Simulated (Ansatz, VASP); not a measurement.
# KI in VASP and in Ansatz

File POSCAR:

```
KI
1.0
    5.9186617729      0.0000000000      0.0000000000
   -2.9593308864      5.1257114517      0.0000000000
    0.0000000000      0.0000000000      6.8983422758
K I
2 2
Direct
    0.3333333333      0.6666666667     -0.0625000000
    0.6666666667      0.3333333333      0.4375000000
    0.3333333333      0.6666666667      0.4375000000
    0.6666666667      0.3333333333      0.9375000000
```

Contents of INCAR.step1:

```
  PREC = Accurate
  ENCUT = 520
  ISMEAR = 0
  SIGMA = 0.01
  LREAL = F
  LASPH = T
  NELM = 100
  NBANDS = 24
  GGA = PE
  ALGO = Normal
  EDIFF = 1E-4
  LWAVE = T
  LCHARG = F
```

Contents of INCAR.step2:

```
  PREC = Accurate
  ENCUT = 520
  EDIFF = 1E-6
  ISMEAR = 0
  SIGMA = 0.01
  LREAL = F
  LASPH = T
  NELM = 100
  ALGO = Normal
  ISIF = 2
  LWAVE = F
  LCHARG = F
  METAGGA = R2SCAN
  LMIXTAU = T
  NBANDS = 24
  ISTART = 1
```

KPOINTS

```
regular mesh
0
Gamma
  6 6 4
```

Input for Ansatz:

```yaml
crystal:
  lattice:
    - [5.9186617729, 0.0, 0.0]
    - [-2.9593308864, 5.1257114517, 0.0]
    - [0.0, 0.0, 6.8983422758]
  atoms:
    - { symbol: K, position: [0.3333333333, 0.6666666667, -0.0625] }
    - { symbol: K, position: [0.6666666667, 0.3333333333, 0.4375] }
    - { symbol: I, position: [0.3333333333, 0.6666666667, 0.4375] }
    - { symbol: I, position: [0.6666666667, 0.3333333333, 0.9375] }
kpoints:
  mp_grid: { grid: [6, 6, 4] }
  band_path:
    path:
      - [0.0, 0.0, 0.0]
      - [0.5, 0.0, 0.0]
      - [0.3333333333, 0.3333333333, 0.0]
      - [0.0, 0.0, 0.5]
      - [0.5, 0.0, 0.5]
      - [0.3333333333, 0.3333333333, 0.5]
    npoints: 1
hamiltonian:
  xc: r2scan
scf:
  occupations: { method: fixed }
  n_extra_bands: 5
output:
  forces: true
  stress: true
  eigenvalues: true
  write_density: true
  write_potential: true
  elf: true
  volumetric_format: npy
```

Change from the starting cell: hydrostatic strain -2.0%.

Alike in both runs: task single point; functional r2SCAN; k mesh 6 × 6 × 4; no spin polarisation.

|  | VASP | Ansatz |
| --- | --- | --- |
| version | VASP 6.6.1 | Ansatz 0.2.0 |
| potentials or method | VASP PAW PBE potentials, release 64 (K_sv, I) | plane waves, PAW |
| plane-wave cutoff (eV) | 520 | 500 |
| occupations | gaussian, width 0.01 eV | fixed |
| valence electrons in the cell | 32 | 52 |

```tsv
	VASP	Ansatz	Ansatz less VASP
gap on the k mesh at the Fermi level (eV)	4.41	4.41	+0.003
pressure (GPa)	0.7	0.7	0.00
traceless stress, the component that is largest in VASP (GPa)	0.10	0.10	-0.003
```

VASP's potentials were made for PBE, not for r2SCAN. VASP's potentials hold 32 valence electrons a cell and Ansatz's 52, so a difference there can come from the potentials and not from the codes.

Spin-orbit coupling is off throughout.
